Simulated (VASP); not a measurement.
The system is Te.

```xyz
4
Lattice="5.2077 0.0000 0.0000 -2.6038 4.5100 0.0000 0.0000 0.0000 5.9818" Properties=species:S:1:pos:R:3 pbc="T T T"
Te    0.0000    0.0000    1.4954
Te    0.0000    0.0000    4.4863
Te    0.0000    3.0067    4.4863
Te    2.6038    1.5033    1.4954
```

This isn't the form of Te at room conditions, which is trigonal, of chains.

* Program: VASP 6.6.1
* Task: relaxation of cell and atoms
* Functional: PBEsol
* Potentials or basis: VASP PAW PBE potentials, release 64 (Te)
* Cutoff: 600 eV
* k mesh: 12 × 12 × 8
* Occupations: gaussian, width 0.1 eV
* Spin: no spin polarisation

At the start: pressure -0.0 GPa; volume 35.12 Å³/atom.

**Question.** Where does the relaxation end?

**Answer.** Over 7 steps the energy falls by 6.1 meV/atom and the volume is 35.44 Å³/atom (+0.9 %); space group P6_3/mmc (No. 194, to 0.1 Å) before and after.

The path:
| step | energy change (eV) | largest force (eV/Å) | pressure (GPa) | volume (Å³) |
| --- | --- | --- | --- | --- |
| 1 | 0.0000 | 0.0000 | -0.03 | 140.49 |
| 2 | -0.0187 | 0.0000 | 0.26 | 140.34 |
| 3 | -0.0222 | 0.0000 | 0.47 | 140.21 |
| 4 | -0.0224 | 0.0000 | 0.43 | 140.23 |
| 5 | -0.0241 | 0.0000 | -0.13 | 142.34 |
| 6 | -0.0244 | 0.0000 | 0.02 | 141.75 |
| 7 | -0.0244 | 0.0000 | 0.01 | 141.78 |

Final structure:
```
Te
1.0
     5.15945    0.00000    0.00000
    -2.57972    4.46821    0.00000
     0.00000    0.00000    6.14997
Te
4
Direct
  0.00000 0.00000 0.25000
  0.00000 0.00000 0.75000
  0.33333 0.66667 0.75000
  0.66667 0.33333 0.25000
```

Caveat: the highest band is partly filled, so the run has too few bands; the PAW data sets were made with another functional, which shifts forces and pressure a little.
